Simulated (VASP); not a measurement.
# Ga: single point with PBE

The system is Ga.

```xyz
1
Lattice="0.0000 2.1191 2.1191 2.1191 0.0000 2.1191 2.1191 2.1191 0.0000" Properties=species:S:1:pos:R:3 pbc="T T T"
Ga    0.0000    0.0000    0.0000
```

```json
{"Program": "VASP 6.6.1", "Task": "single point", "Functional": "PBE", "Potentials or basis": "VASP PAW PBE potentials, release 64 (Ga_d)", "Cutoff": "520 eV", "k mesh": "8 × 8 × 8", "Occupations": "gaussian, width 0.05 eV", "Spin": "no spin polarisation"}
```

| Property | Result |
| --- | --- |
| Pressure | 0.1 GPa |

Levels at points of the mesh, in eV from the Fermi level:
```csv
k point,band 2,band 3,band 4,band 5,band 6,band 7,band 8,band 9,band 10,band 11
"(0.00, 0.00, 0.00)",-15.09,-15.09,-14.97,-14.97,-11.17,11.93,11.93,11.93,15.59,15.81
"(0.50, 0.00, 0.00)",-15.08,-15.08,-14.87,-14.87,-5.14,-4.12,9.59,9.59,14.26,14.26
"(0.50, 0.50, 0.00)",-15.19,-14.87,-14.84,-14.84,-2.71,-2.55,4.71,4.71,8.17,8.25
```

It took 3.2 s on 1 thread of Intel(R) Xeon(R) Platinum 8488C (Sapphire Rapids), on a shared host, peak memory 0.13 GiB.
